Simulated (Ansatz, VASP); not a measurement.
# Two plane-wave programs on Cu

Contents of INCAR:

```
PREC = Accurate
ENCUT = 520
EDIFF = 1E-6
ISMEAR = 0
SIGMA = 0.15
LREAL = False
LASPH = True
NELM = 60
ALGO = Normal
ISIF = 2
LWAVE = False
LCHARG = False
NBANDS = 12
```

The input KPOINTS:

```
regular mesh
0
Gamma
  22 22 22
```

POSCAR

```
Cu
1.0
   -1.4631000000      1.4631000000      1.3410790181
    1.4631000000     -1.4631000000      1.3410790181
    1.4631000000      1.4631000000     -1.3410790181
Cu
1
Direct
    0.0000000000      0.0000000000      0.0000000000
```

Input for Ansatz:

```yaml
crystal:
  lattice:
    - [-1.4631, 1.4631, 1.3410790181]
    - [1.4631, -1.4631, 1.3410790181]
    - [1.4631, 1.4631, -1.3410790181]
  atoms:
    - { symbol: Cu, position: [0.0, 0.0, 0.0] }
basis:
  ecutwfc: 520.0
kpoints:
  mp_grid: { grid: [22, 22, 22] }
hamiltonian:
  xc: lda
  pseudopotentials: { kind: paw, azcp: { folder: soft_1 } }
scf:
  occupations: { method: gaussian, width: 0.15 }
output:
  forces: true
  stress: true
  eigenvalues: true
```

Alike in both runs: task single point; functional LDA; k mesh 22 × 22 × 22; occupations gaussian, width 0.15 eV; no spin polarisation.

```csv
,VASP,Ansatz
version,VASP 6.6.1,Ansatz 0.2.0
potentials or method,"VASP PAW LDA potentials, release 64 (Cu), cutoff 520 eV","scalar-relativistic, plane waves, PAW"
valence electrons in the cell,11,19
```

Ansatz gave:

```
gap on the k mesh at the Fermi level (eV)                     : none
pressure (GPa)                                                : -8.0
traceless stress, the component that is largest in VASP (GPa) : 0.24
```

Estimate VASP's values.

gap on the k mesh at the Fermi level (eV): none; pressure (GPa): -7.1; traceless stress, the component that is largest in VASP (GPa): 0.27.

Ansatz warns that its potentials were made for another functional, while VASP's fit it. LDA's correlation is that of Perdew and Zunger in VASP and of Perdew and Wang (1992) in Ansatz. A gap of «none» marks a metal or a gap that the smearing closes. VASP's potentials hold 11 valence electrons a cell and Ansatz's 19, so a difference there can come from the potentials and not from the codes.
